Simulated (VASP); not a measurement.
Set up this calculation in VASP 6.6.1, as the native input.

- Task: single point
- Functional: r2SCAN
- Potentials or basis: VASP PAW PBE potentials, release 64 (Hf_pv, O)
- Cutoff: 520 eV
- k mesh: 7 × 7 × 3
- Occupations: gaussian, width 0.05 eV
- Spin: no spin polarisation
- Dipole correction: no
- Further INCAR settings: ALGO = Normal; EDIFF = 1e-07; NBANDS = 43

Crystal: HfO2.

```
CELL_PARAMETERS angstrom
2.52916 -2.52916 0.00000
2.52916 0.00000 -2.52916
5.05832 5.05832 5.05832
ATOMIC_POSITIONS crystal
Hf 0.00000 0.00000 0.00000
Hf 0.33333 0.33333 0.66667
Hf 0.66667 0.66667 0.33333
O 0.66667 0.66667 0.58333
O 0.00000 0.00000 0.25000
O 0.33333 0.33333 0.91667
O 0.66667 0.66667 0.08333
O 0.00000 0.00000 0.75000
O 0.33333 0.33333 0.41667
```

These files were run (other wordings do the same):

POSCAR

```
HfO2
1.0
    2.5291609878     -2.5291609878      0.0000000000
    2.5291609878      0.0000000000     -2.5291609878
    5.0583219756      5.0583219756      5.0583219756
Hf O
3 6
Direct
    0.0000000000      0.0000000000      0.0000000000
    0.3333333333      0.3333333333      0.6666666667
    0.6666666667      0.6666666667      0.3333333333
    0.6666666667      0.6666666667      0.5833333333
    1.0000000000      0.0000000000      0.2500000000
    0.3333333333      0.3333333333      0.9166666667
    0.6666666667      0.6666666667      0.0833333333
    1.0000000000      0.0000000000      0.7500000000
    0.3333333333      0.3333333333      0.4166666667
```

INCAR.step1

```
SYSTEM = HfO2
PREC     = Accurate       ! precision mode
ENCUT    = 520            ! plane-wave cutoff, eV
ISMEAR   = 0              ! smearing method
SIGMA    = 0.05           ! smearing width, eV
LREAL    = .FALSE.        ! projectors in reciprocal space
LASPH    = .TRUE.         ! aspherical terms in the spheres
NELM     = 100            ! most SCF steps
NBANDS   = 43             ! bands
GGA      = PE             ! functional
ALGO     = Normal         ! electronic algorithm
EDIFF    = 1E-4           ! SCF threshold, eV
LWAVE    = .TRUE.         ! write WAVECAR
LCHARG   = .FALSE.        ! write CHGCAR
```

INCAR.step2

```
SYSTEM = HfO2
PREC     = Accurate       ! precision mode
ENCUT    = 520            ! plane-wave cutoff, eV
EDIFF    = 1E-7           ! SCF threshold, eV
ISMEAR   = 0              ! smearing method
SIGMA    = 0.05           ! smearing width, eV
LREAL    = .FALSE.        ! projectors in reciprocal space
LASPH    = .TRUE.         ! aspherical terms in the spheres
NELM     = 100            ! most SCF steps
ALGO     = Normal         ! electronic algorithm
ISIF     = 2              ! what is computed and relaxed
LWAVE    = .FALSE.        ! write WAVECAR
LCHARG   = .FALSE.        ! write CHGCAR
METAGGA  = R2SCAN         ! meta-GGA
LMIXTAU  = .TRUE.       
NBANDS   = 43             ! bands
ISTART   = 1
```

KPOINTS

```
regular mesh
0
G
  7 7 3
  0 0 0
```

Potentials or basis: VASP PAW PBE potentials, release 64 (Hf_pv, O).

Command:

```console
$ cat potpaw_PBE.64/Hf_pv/POTCAR potpaw_PBE.64/O/POTCAR > POTCAR
$ cp INCAR.step1 INCAR
$ mpirun -np 1 vasp_std > vasp.out
$ cp INCAR.step2 INCAR
$ mpirun -np 1 vasp_std > vasp.out
```

It gave:

```
Pressure               : -4.0 GPa
Band gap on the k mesh : 4.49 eV
```

Caveat: the PAW data sets were made with another functional, which shifts forces and pressure a little; spin-orbit coupling is left out, which moves the levels of the heavy elements.

Wall time 6.8 min on 1 thread of Intel(R) Xeon(R) Platinum 8259CL CPU @ 2.50GHz (Skylake/Cascade Lake), on a shared host, peak memory 0.27 GiB.
